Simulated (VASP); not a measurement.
Set up this calculation in VASP 6.6.1, as the native input.

```yaml
Task: single point
Functional: r2SCAN
Potentials_or_basis: VASP PAW PBE potentials, release 64 (Sn_d, O)
Cutoff: 520 eV
k_mesh: 5 × 5 × 2, shifted
Occupations: gaussian, width 0.01 eV
Spin: no spin polarisation
Dipole_correction: no
Further_INCAR_settings: ALGO = Normal; EDIFF = 1e-07; NBANDS = 35
```

SnO2:

```xyz
6
Lattice="3.2306 0.0000 0.0000 -1.6153 2.7978 0.0000 0.0000 0.0000 10.7906" Properties=species:S:1:pos:R:3 pbc="T T T"
Sn    0.0000    0.0000    5.3953
Sn    0.0000    0.0000    0.0000
O     1.6153    0.9326    4.3795
O     1.6153    0.9326    1.0158
O     0.0000    1.8652    6.4111
O     0.0000    1.8652    9.7747
```

The input as run:

POSCAR

```
SnO2
1.0
    3.2305800000      0.0000000000      0.0000000000
   -1.6152900000      2.7977600000      0.0000000000
    0.0000000000      0.0000000000     10.7905600000
Sn O
2 4
Direct
    0.0000000000      0.0000000000      0.5000000000
    0.0000000000      0.0000000000      0.0000000000
    0.6666666667      0.3333333333      0.4058600000
    0.6666666667      0.3333333333      0.0941400000
    0.3333333333      0.6666666667      0.5941400000
    0.3333333333      0.6666666667      0.9058600000
```

INCAR.step1

```
ALGO = Normal
EDIFF = 1E-4
ENCUT = 520
GGA = PE
ISMEAR = 0
LASPH = T
LCHARG = F
LREAL = F
LWAVE = T
NBANDS = 35
NELM = 100
PREC = Accurate
SIGMA = 0.01
```

INCAR.step2

```
ALGO = Normal
EDIFF = 1E-7
ENCUT = 520
ISIF = 2
ISMEAR = 0
ISTART = 1
LASPH = T
LCHARG = T
LELF = T
LMIXTAU = T
LREAL = F
LVHAR = T
LWAVE = F
METAGGA = R2SCAN
NBANDS = 35
NELM = 100
PREC = Accurate
SIGMA = 0.01
```

KPOINTS

```
Automatic mesh
0
Gamma
  5 5 2
  0 0 0.5
```

Potentials or basis: VASP PAW PBE potentials, release 64 (Sn_d, O).

Run with:

```bash
$ cat potpaw_PBE.64/Sn_d/POTCAR potpaw_PBE.64/O/POTCAR > POTCAR
$ cp INCAR.step1 INCAR
$ mpirun -np 1 vasp_std > vasp.out
$ cp INCAR.step2 INCAR
$ mpirun -np 1 vasp_std > vasp.out
```

It gave:

- Pressure: -5.3 GPa
- Largest force: 0.554 eV/Å
- Band gap on the k mesh: 2.76 eV (least direct gap 3.20 eV)

Caveat: the k points lie up to 0.45 Å⁻¹ apart; the PAW data sets were made with another functional, which shifts forces and pressure a little; spin-orbit coupling is left out, which moves the levels of the heavy elements; a shifted mesh leaves out Γ, where band edges can lie.

Wall time 73 s on 1 thread of Intel(R) Xeon(R) Platinum 8488C (Sapphire Rapids) (shared host), peak memory 0.22 GiB.
